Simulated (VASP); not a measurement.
Here is a VASP 6.6.1 calculation.

File INCAR:

```
SYSTEM = Zn
PREC = Accurate
ENCUT = 520
EDIFF = 1E-7
ISMEAR = 0
SIGMA = 0.1
LREAL = .FALSE.
LASPH = .TRUE.
NELM = 60
ALGO = Fast
ISIF = 2
LWAVE = .FALSE.
LCHARG = .TRUE.
GGA = PE
LELF = .TRUE.
LVHAR = .TRUE.
NBANDS = 19
```

The input KPOINTS:

```
Automatic mesh
0
G
  16 16 10
  0 0 0
```

The input POSCAR:

```
Zn
1.0
    1.9555050822     -1.9509706730      0.0000000000
    1.9555050822      1.9509706730      0.0000000000
    0.0000000000      0.0000000000      3.9749906556
Zn
2
Direct
    0.7500000000      0.2500000000      0.2500000000
    0.2500000000      0.7500000000      0.7500000000
```

Potentials or basis: VASP PAW PBE potentials, release 64 (Zn).

Run with:

```sh
$ cat potpaw_PBE.64/Zn/POTCAR > POTCAR
$ mpirun -np 1 vasp_std > vasp.out
```

(1) Estimate the band gap on the k mesh.

(2) Estimate the pressure.

## Answers

(1) zero (bands 12 and 13 overlap by 3.63 eV).

(2) 0.4 GPa.
